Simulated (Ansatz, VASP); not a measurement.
## One calculation of Se, two programs

```
Se
1.0
     4.32594    0.00000    0.00000
    -2.16297    3.74637    0.00000
     0.00000    0.00000    4.91623
Se
3
Cartesian
  0.9387 0.0000 0.8194
  -0.4694 0.8130 4.0969
  1.6936 2.9334 2.4581
```

Change from the starting cell: volume scaled by 0.98, crystal datasets.

Alike in both runs: task electric field gradients; functional PBE; k mesh 8 × 8 × 6; occupations fermi-dirac, width 0.03 eV; no spin polarisation.

```csv
,VASP,Ansatz
version,VASP 6.6.1,Ansatz 0.2.0
potentials or method,"VASP PAW PBE potentials, release 64 (Se), cutoff 520 eV","all-electron PAW with datasets made for the crystal, scalar-relativistic"
```

```tsv
	VASP	Ansatz	Ansatz less VASP
gap on the k mesh at the Fermi level (eV)	1.12	1.15	+0.028
pressure (GPa)	7.2	7.0	-0.21
traceless stress, the component that is largest in VASP (GPa)	2.53	2.44	-0.093
rms of the force components (eV/Å)	0.836	0.804	-0.0320
size of Vzz on the site where it differs most (V/Å²)	487.3	509.6	+22.28
```

Atom by atom the forces differ by 0.032 eV/Å (rms over components). Ansatz ran all-electron here, and VASP with PAW potentials.
